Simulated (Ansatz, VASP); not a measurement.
## AlRu: VASP beside Ansatz

```
Al Ru
1.0
     3.05143    0.00000    0.00000
     0.00000    3.05143    0.00000
     0.00000    0.00000    2.99160
Al Ru
1 1
Direct
  0.00000 0.00000 0.00000
  0.50000 0.50000 0.50000
```

Change from the starting cell: equal xx and yy strain of +2 %.

Alike in both runs: task single point; functional PBEsol; k mesh 12 × 12 × 12; occupations fermi-dirac, width 0.05 eV; no spin polarisation.

```csv
,VASP,Ansatz
version,VASP 6.6.1,Ansatz 0.2.0
potentials or method,"VASP PAW PBE potentials, release 64 (Al, Ru_pv), cutoff 520 eV","all-electron LAPW, scalar-relativistic"
```

VASP gave:

| Quantity | Value |
| --- | --- |
| pressure (GPa) | -10.7 |
| traceless stress, the component that is largest in VASP (GPa) | 2.10 |

Question: Which values does Ansatz return?

Answer: Pressure (GPa): -10.8; traceless stress, the component that is largest in VASP (GPa): 2.10.

VASP's potentials were made for PBE, not for PBEsol. Ansatz ran all-electron here, and VASP with PAW potentials.
